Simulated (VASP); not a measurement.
# SrTiO3 (Pm-3m) in VASP: notebook

SrTiO3 is run at these levels: PBE; tasks: single point.

Everything below comes from runs of VASP 6.6.1. Logs are shortened: lines on timing, memory, paths and dates and some standing lists are left out, and cuts for length are marked.

### 1 The cell of the first run

Symmetry: Pm-3m, No. 221, cubic system. Conventional cell: a = 3.913 Å, b = 3.913 Å, c = 3.913 Å, α = 90.00°, β = 90.00°, γ = 90.00°. Sr (site symmetry m-3m) has 12 O at 2.77 Å and 8 Ti at 3.39 Å within 3.6 Å. Within 2.6 Å of Ti (site symmetry m-3m) lie 6 O at 1.96 Å. Within 2.6 Å of O (site symmetry 4/mmm) lie 2 Ti at 1.96 Å.

### 2 Single point, PBE

The input, INCAR:

```
SYSTEM = SrTiO3
PREC = Accurate ; ENCUT = 520
EDIFF = 1E-7 ; ISMEAR = 0
SIGMA = 0.1 ; LREAL = .FALSE.
LASPH = .TRUE. ; NELM = 100
ALGO = Normal ; ISIF = 2
LWAVE = .FALSE. ; LCHARG = .FALSE.
GGA = PE ; NBANDS = 28
```

The input, KPOINTS:

```
regular mesh
0
G
  6 6 6
  0 0 0
```

The input, POSCAR:

```
SrTiO3
1.0
    3.9127013100      0.0000000000      0.0000000000
    0.0000000000      3.9127013100      0.0000000000
    0.0000000000      0.0000000000      3.9127013100
Sr Ti O
1 1 3
Direct
    0.0000000000      0.0000000000      0.0000000000
    0.5000000000      0.5000000000      0.5000000000
    0.5000000000      0.0000000000      0.5000000000
    0.5000000000      0.5000000000      0.0000000000
    0.0000000000      0.5000000000      0.5000000000
```

Potentials or basis: VASP PAW PBE potentials, release 64 (Sr_sv, Ti_sv, O).

Started as:

```bash
> cat potpaw_PBE.64/Sr_sv/POTCAR potpaw_PBE.64/Ti_sv/POTCAR potpaw_PBE.64/O/POTCAR > POTCAR
> mpirun -np 1 vasp_std > vasp.out
```

OUTCAR:

```text
SYSTEM = SrTiO3
   PREC = Accurate
   ENCUT = 520
   EDIFF = 1E-7
   ISMEAR = 0
   LREAL = .FALSE.
   LASPH = .TRUE.
   NELM = 100
   ISIF = 2
   GGA = PE

 ion  position               nearest neighbor table
   1  0.000  0.000  0.000-   3 2.77   4 2.77   5 2.77   3 2.77   5 2.77   4 2.77   5 2.77   5 2.77
                             3 2.77   4 2.77   3 2.77   4 2.77   2 3.39   2 3.39   2 3.39   2 3.39
   2  0.500  0.500  0.500-   3 1.96   4 1.96   5 1.96   4 1.96   3 1.96   5 1.96   1 3.39   1 3.39
                             1 3.39   1 3.39   1 3.39   1 3.39   1 3.39   1 3.39
   3  0.500  0.000  0.500-   2 1.96   2 1.96   1 2.77   1 2.77   1 2.77   1 2.77
   4  0.500  0.500  0.000-   2 1.96   2 1.96   1 2.77   1 2.77   1 2.77   1 2.77
   5  0.000  0.500  0.500-   2 1.96   2 1.96   1 2.77   1 2.77   1 2.77   1 2.77

  LATTYP: Found a simple cubic cell.
 ALAT       =     3.9127013100

  Lattice vectors:

 A1 = (   3.9127013100,   0.0000000000,   0.0000000000)
 A2 = (   0.0000000000,   3.9127013100,   0.0000000000)
 A3 = (   0.0000000000,   0.0000000000,   3.9127013100)

Analysis of symmetry for initial positions (statically):
=====================================================================
 Subroutine PRICEL returns:
 Original cell was already a primitive cell.

 Routine SETGRP: Setting up the symmetry group for a
 simple cubic supercell.

 Subroutine GETGRP returns: Found 48 space group operations
 (whereof 48 operations were pure point group operations)
 out of a pool of 48 trial point group operations.

The static configuration has the point symmetry O_h .

Analysis of symmetry for dynamics (positions and initial velocities):
=====================================================================
 Subroutine PRICEL returns:
 Original cell was already a primitive cell.

 Routine SETGRP: Setting up the symmetry group for a
 simple cubic supercell.

 Subroutine GETGRP returns: Found 48 space group operations
 (whereof 48 operations were pure point group operations)
 out of a pool of 48 trial point group operations.

The dynamic configuration has the point symmetry O_h .

 Subroutine INISYM returns: Found 48 space group operations
 (whereof 48 operations are pure point group operations),
 and found     1 'primitive' translations

----------------------------------------------------------------------------------------

                                     Primitive cell

  volume of cell :      59.9005

  direct lattice vectors                    reciprocal lattice vectors
     3.912701310  0.000000000  0.000000000     0.255577904  0.000000000  0.000000000
     0.000000000  3.912701310  0.000000000     0.000000000  0.255577904  0.000000000
     0.000000000  0.000000000  3.912701310     0.000000000  0.000000000  0.255577904

  length of vectors
     3.912701310  3.912701310  3.912701310     0.255577904  0.255577904  0.255577904

  position of ions in fractional coordinates (direct lattice)
     0.000000000  0.000000000  0.000000000
     0.500000000  0.500000000  0.500000000
     0.500000000  0.000000000  0.500000000
     0.500000000  0.500000000  0.000000000
     0.000000000  0.500000000  0.500000000

  ion indices of the primitive-cell ions
   primitive index   ion index
                 1           1
                 2           2
                 3           3
                 4           4
                 5           5

----------------------------------------------------------------------------------------

 KPOINTS: regular mesh

Automatic generation of k-mesh.
 Grid dimensions read from file:
 generate k-points for:    6    6    6

 Generating k-lattice:

  Cartesian coordinates                     Fractional coordinates (reciprocal lattice)
     0.042596317  0.000000000  0.000000000     0.166666667  0.000000000  0.000000000
     0.000000000  0.042596317  0.000000000     0.000000000  0.166666667  0.000000000
     0.000000000  0.000000000  0.042596317     0.000000000  0.000000000  0.166666667

  Length of vectors
     0.042596317  0.042596317  0.042596317

  Shift w.r.t. Gamma in fractional coordinates (k-lattice)
     0.000000000  0.000000000  0.000000000

 Subroutine IBZKPT returns following result:
 ===========================================

 Found     20 irreducible k-points:

 Following reciprocal coordinates:
            Coordinates               Weight
  0.000000  0.000000  0.000000      1.000000
  0.166667  0.000000  0.000000      6.000000
  0.333333  0.000000  0.000000      6.000000
  0.500000  0.000000  0.000000      3.000000
  0.166667  0.166667  0.000000     12.000000
  0.333333  0.166667  0.000000     24.000000
[... 12 lines left out ...]
  0.500000  0.500000  0.333333      6.000000
  0.500000  0.500000  0.500000      1.000000
   k-points           NKPTS =     20   k-points in BZ     NKDIM =     20   number of bands    NBANDS=     28
   number of dos      NEDOS =    301   number of ions     NIONS =      5
   total plane-waves  NPLWV =  27000
   dimension x,y,z NGX =    30 NGY =   30 NGZ =   30
   dimension x,y,z NGXF=    60 NGYF=   60 NGZF=   60
   ions per type =               1   1   3
   NGX,Y,Z   is equivalent  to a cutoff of  12.75, 12.75, 12.75 a.u.
   NGXF,Y,Z  is equivalent  to a cutoff of  25.49, 25.49, 25.49 a.u.
 SYSTEM =  SrTiO3
   PREC   = accura    normal or accurate (medium, high low for compatibility)
   ISTART =      0    job   : 0-new  1-cont  2-samecut
   ICHARG =      2    charge: 1-file 2-atom 10-const
   ISPIN  =      1    spin polarized calculation?
   LNONCOLLINEAR =      F non collinear calculations
   LSORBIT =      F    spin-orbit coupling
   LASPH  =      T    aspherical Exc in radial PAW
   ENCUT  =  520.0 eV  38.22 Ry    6.18 a.u.   7.28  7.28  7.28*2*pi/ulx,y,z
   NELM   =    100;   NELMIN=  2; NELMDL= -5     # of ELM steps
   EDIFF  = 0.1E-06   stopping-criterion for ELM
   LREAL  =      F    real-space projection
   EDIFFG = 0.1E-05   stopping-criterion for IOM
   NSW    =      0    number of steps for IOM
   IBRION =     -1    ionic relax: 0-MD 1-quasi-New 2-CG
   NFREE  =      0    steps in history (QN), initial steepest desc. (CG)
   ISIF   =      2    stress and relaxation
   ISYM   =      2    0-nonsym 1-usesym 2-fastsym
   POTIM  = 0.5000    time-step for ionic-motion
   TEBEG  =    0.0;   TEEND  =   0.0 temperature during run
   PSTRESS=    0.0 pullay stress
   NELECT =      40.0000    total number of electrons
   NUPDOWN=      -1.0000    fix difference up-down
   EMIN   =  10.00;   EMAX   =-10.00  energy-range for DOS
   EFERMI =   0.00;   METHOD = LEGACY
   ISMEAR =     0;   SIGMA  =   0.10  broadening in eV -4-tet -1-fermi 0-gaus
   EFERMI_NEDOS =   21; number of points for ismear=-14 and -15
   IALGO  =     38    algorithm
   IMIX   =      4    mixing-type and parameters
     AMIX     =   0.40;   BMIX     =  1.00
     AMIX_MAG =   1.60;   BMIX_MAG =  1.00
  volume/ion in A,a.u.               =      11.98        80.85
  Fermi-wavevector in a.u.,A,eV,Ry     =   1.430929  2.704064 27.858721  2.047558
  Thomas-Fermi vector in A             =   2.550721
   LORBIT       =      0    0 simple, 1 ext, 2 COOP (PROOUT), +10 PAW based schemes
   GGA     = PE    functional components
   LHFCALC =     F    Hartree Fock is set to
   AEXX    =    0.0000 exact exchange contribution
   IVDW    =     0    specifies the selected vdW correction
   LEPSILON=     F    determine dielectric tensor
   LRPA    =     F    only Hartree local field effects (RPA)
 non-spin polarized calculation
 Gauss-broadening in eV      SIGMA  =   0.10
  energy-cutoff  :      520.00
  volume of cell :       59.90
 maximum number of plane-waves:      1640
 NGX is ok and might be reduce to    30
   NGX = 15   NGY = 15   NGZ = 15

 number of electron      40.0000001 magnetization

 Free energy of the ion-electron system (eV)
  ---------------------------------------------------
  ext. energy  EPLUGINS =         0.00000000
  ---------------------------------------------------
  free energy    TOTEN  =       -40.08610072 eV

  energy without entropy =      -40.08610072  energy(sigma->0) =      -40.08610072

 E-fermi :   4.6186     XC(G=0): -11.2397

 val. band max:        4.1172325630   @ k =   0.5000   0.5000   0.5000
 cond. band min:       5.9615805813   @ k =   0.0000   0.0000   0.0000
 fundamental gap:      1.8443480183
 Fermi energy:         4.6186328367

 k-point     1 :       0.0000    0.0000    0.0000
  band No.  band energies     occupation
      1     -52.3725      2.00000
      2     -28.6912      2.00000
      3     -28.6149      2.00000
      4     -28.6149      2.00000
      5     -28.6149      2.00000
      6     -13.2896      2.00000
[... 20 lines left out ...]
     27       9.5132      0.00000
     28      10.2765      0.00000

 k-point     2 :       0.1667    0.0000    0.0000
  band No.  band energies     occupation
      1     -52.3722      2.00000
      2     -28.7204      2.00000
      3     -28.6142      2.00000
      4     -28.6142      2.00000
      5     -28.5973      2.00000
      6     -13.3080      2.00000
[... 20 lines left out ...]
     27       9.9804      0.00000
     28      10.9243      0.00000

 k-point     3 :       0.3333    0.0000    0.0000
  band No.  band energies     occupation
      1     -52.3714      2.00000
      2     -28.7661      2.00000
      3     -28.6128      2.00000
      4     -28.6128      2.00000
      5     -28.5744      2.00000
      6     -13.4300      2.00000
[... 20 lines left out ...]
     27      10.9487      0.00000
     28      12.2052      0.00000

 k-point     4 :       0.5000    0.0000    0.0000
  band No.  band energies     occupation
      1     -52.3711      2.00000
      2     -28.7866      2.00000
      3     -28.6121      2.00000
      4     -28.6121      2.00000
      5     -28.5652      2.00000
      6     -13.5105      2.00000
[... 454 lines left out ...]
     27      11.9215      0.00000
     28      12.1738      0.00000

 k-point    19 :       0.5000    0.5000    0.3333
  band No.  band energies     occupation
      1     -52.3685      2.00000
      2     -28.6794      2.00000
      3     -28.6794      2.00000
      4     -28.6614      2.00000
      5     -28.6364      2.00000
      6     -12.1465      2.00000
[... 20 lines left out ...]
     27      11.9005      0.00000
     28      12.4259      0.00000

 k-point    20 :       0.5000    0.5000    0.5000
  band No.  band energies     occupation
      1     -52.3681      2.00000
      2     -28.6785      2.00000
      3     -28.6785      2.00000
      4     -28.6785      2.00000
      5     -28.6320      2.00000
      6     -11.9644      2.00000
[... 20 lines left out ...]
     27      12.4260      0.00000
     28      12.4260      0.00000

------------------------ aborting loop because EDIFF is reached ----------------------------------------

  FORCE on cell =-STRESS in cart. coord.  units (eV):
  Direction    XX          YY          ZZ          XY          YZ          ZX
  --------------------------------------------------------------------------------------
  -------------------------------------------------------------------------------------
  Total        1.4432895      1.4432895      1.4432895     -0.0000000     -0.0000000      0.0000000
  in kB       38.6041459     38.6041459     38.6041459     -0.0000000     -0.0000000      0.0000000
  external PRESSURE =      38.6041459 kB  Pullay stress =       0.0000000 kB

 VOLUME and BASIS-vectors are now :
 -----------------------------------------------------------------------------
  energy-cutoff  :      520.00
  volume of cell :       59.90
      direct lattice vectors                 reciprocal lattice vectors
     3.912701310  0.000000000  0.000000000     0.255577904  0.000000000  0.000000000
     0.000000000  3.912701310  0.000000000     0.000000000  0.255577904  0.000000000
     0.000000000  0.000000000  3.912701310     0.000000000  0.000000000  0.255577904

 POSITION                                       TOTAL-FORCE (eV/Angst)
 -----------------------------------------------------------------------------------
      0.00000      0.00000      0.00000         0.000000      0.000000      0.000000
      1.95635      1.95635      1.95635         0.000000      0.000000      0.000000
      1.95635      0.00000      1.95635         0.000000      0.000000      0.000000
      1.95635      1.95635      0.00000         0.000000      0.000000      0.000000
      0.00000      1.95635      1.95635         0.000000      0.000000      0.000000
 -----------------------------------------------------------------------------------
    total drift:                                0.000000      0.000000     -0.000000

  FREE ENERGIE OF THE ION-ELECTRON SYSTEM (eV)
  ---------------------------------------------------
  free  energy   TOTEN  =       -40.0861007211 eV

  energy  without entropy=      -40.0861007211  energy(sigma->0) =      -40.08610072
```

Wall time 24 s (1 thread of AMD EPYC 9R45 (Zen 5), shared host); peak memory 0.15 GiB.

Results:

```yaml
Free_energy: -40.0861 eV
Pressure: 3.9 GPa
Band_gap_on_the_k_mesh: 1.84 eV, indirect (least direct gap 2.20 eV)
```

A k mesh can miss the band edges.

(Part 1 of 2 ends here.)
